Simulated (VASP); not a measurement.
PtS2, 3 atoms in the cell. Symmetry: R3m, No. 160, trigonal system. Conventional cell: a = 3.460 Å, b = 3.460 Å, c = 14.816 Å, α = 90.00°, β = 90.00°, γ = 120.00°. Within 3.2 Å of Pt (site symmetry 3m) lie 6 S at 2.42 to 2.48 Å. Within 3.3 Å of S (site symmetry 3m) lie 3 Pt at 2.48 Å and 4 S at 2.83 to 2.90 Å. Within 3.2 Å of S (site symmetry 3m) lie 3 Pt at 2.42 Å and 4 S at 2.83 to 2.90 Å. 

```yaml
Program: VASP 6.6.1
Task: single point
Functional: PBE
Dispersion: D3(BJ)
Potentials_or_basis: VASP PAW PBE potentials, release 64 (Pt, S)
Cutoff: 520 eV
k_mesh: 8 × 8 × 8
Occupations: fermi-dirac, width 0.02 eV
Spin: no spin polarisation
Dipole_correction: no
Further_INCAR_settings: ALGO = Normal; EDIFF = 1e-06; NBANDS = 18
```

Potentials or basis: VASP PAW PBE potentials, release 64 (Pt, S).

Run with:

```console
$ cat potpaw_PBE.64/Pt/POTCAR potpaw_PBE.64/S/POTCAR > POTCAR
$ mpirun -np 1 vasp_std > vasp.out
```

Hardware: 1 thread of AMD EPYC 9R45 96-Core Processor (Zen 5) (shared host).

Task: Estimate the wall time of this run.

Result: Run time: 75 s on 1 thread of AMD EPYC 9R45 96-Core Processor (Zen 5), on a shared host, peak memory 0.24 GiB. Counts: scf iterations 14, k points 65.
